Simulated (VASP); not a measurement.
Input of a VASP 6.6.1 run:

Contents of INCAR:

```
SYSTEM = La
PREC = Accurate
ENCUT = 520
EDIFF = 1E-6
ISMEAR = 1
SIGMA = 0.15
LREAL = .False.
LASPH = .True.
NELM = 60
ALGO = Normal
ISIF = 2
LWAVE = .False.
LCHARG = .True.
GGA = PS
LELF = .True.
LVHAR = .True.
NBANDS = 18
```

File KPOINTS:

```
regular mesh
0
Gamma
  6 6 5
  0 0 0
```

The input POSCAR:

```
La
1.0
    1.9963330000     -5.7803100000      0.0000000000
    1.9963330000      5.7803100000      0.0000000000
    0.0000000000      0.0000000000      4.7928640000
La
2
Direct
    0.8649830000      0.1350170000      0.7500000000
    0.1350170000      0.8649830000      0.2500000000
```

Potentials or basis: VASP PAW PBE potentials, release 64 (La).

Run with:

```sh
$ cat potpaw_PBE.64/La/POTCAR > POTCAR
$ mpirun -np 1 vasp_std > vasp.out
```

**Question.** Predict the pressure.

**Answer.** -6.0 GPa.

**Question.** What does it give for the largest force?

**Answer.** 0.393 eV/Å.

**Question.** What does it give for the band gap on the k mesh?

**Answer.** Zero (band 11 reaches 4.76 eV, above the bottom of band 12 at 4.34 eV).

Forces in eV/Å, atoms in the order of the input:
```
La   0.000  0.393  0.000
La   0.000 -0.393  0.000
```

Caveat: the PAW data sets were made with another functional, which shifts forces and pressure a little; spin-orbit coupling is left out, which moves the levels of the heavy elements.
